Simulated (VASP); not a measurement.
Here is a VASP 6.6.1 calculation.

POSCAR

```
NaCl
1.0
    0.0000000000      2.8781254520      2.8781254520
    2.8781254520      0.0000000000      2.8781254520
    2.8781254520      2.8781254520      0.0000000000
Na Cl
1 1
Direct
    0.0000000000      0.0000000000      0.0000000000
    0.5000000000      0.5000000000      0.5000000000
```

INCAR.step1

```
  PREC = Accurate
  ENCUT = 500
  EDIFF = 1E-8
  ISMEAR = 0
  SIGMA = 0.01
  LREAL = False
  LASPH = True
  NELM = 60
  ALGO = Normal
  LWAVE = True
  LCHARG = False
  GGA = PE
```

Contents of INCAR.step2:

```
  PREC = Accurate
  ENCUT = 500
  EDIFF = 1E-8
  ISMEAR = 0
  SIGMA = 0.01
  LREAL = False
  LASPH = True
  NELM = 1
  ALGO = Exact
  LWAVE = True
  LCHARG = False
  GGA = PE
  NBANDS = 206
  LOPTICS = True
  ISTART = 1
```

Contents of INCAR.step3:

```
  PREC = Accurate
  ENCUT = 500
  EDIFF = 1E-8
  ISMEAR = 0
  SIGMA = 0.01
  LREAL = False
  LASPH = True
  ALGO = EVGW0
  LWAVE = False
  LCHARG = False
  GGA = PE
  NELMGW = 1
  NBANDS = 206
  ENCUTGW = 150.0
  NOMEGA = 96
  PRECFOCK = Fast
  ISTART = 1
  NBANDSGW = 16
  OMEGAMAX = 20
```

File KPOINTS:

```
regular mesh
0
Gamma
  4 4 4
```

Potentials or basis: VASP PAW PBE potentials, release 64 (Na_sv_GW, Cl_GW).

Run with:

```console
$ cat potpaw_PBE.64/Na_sv_GW/POTCAR potpaw_PBE.64/Cl_GW/POTCAR > POTCAR
$ cp INCAR.step1 INCAR
$ mpirun -np 1 vasp_std > vasp.out
$ cp INCAR.step2 INCAR
$ mpirun -np 1 vasp_std > vasp.out
$ cp INCAR.step3 INCAR
$ mpirun -np 1 vasp_std > vasp.out
```

Q: Predict the quasiparticle gap.

A: 7.76 eV.

Q: What does it give for the least direct quasiparticle gap?

A: 7.76 eV.

Q: Predict the band gap of the starting levels on the mesh.

A: 4.89 eV.

Caveat: the k points lie up to 0.47 Å⁻¹ apart; bands, screening cutoff and mesh are small and nothing is extrapolated, so the quasiparticle values aren't converged.
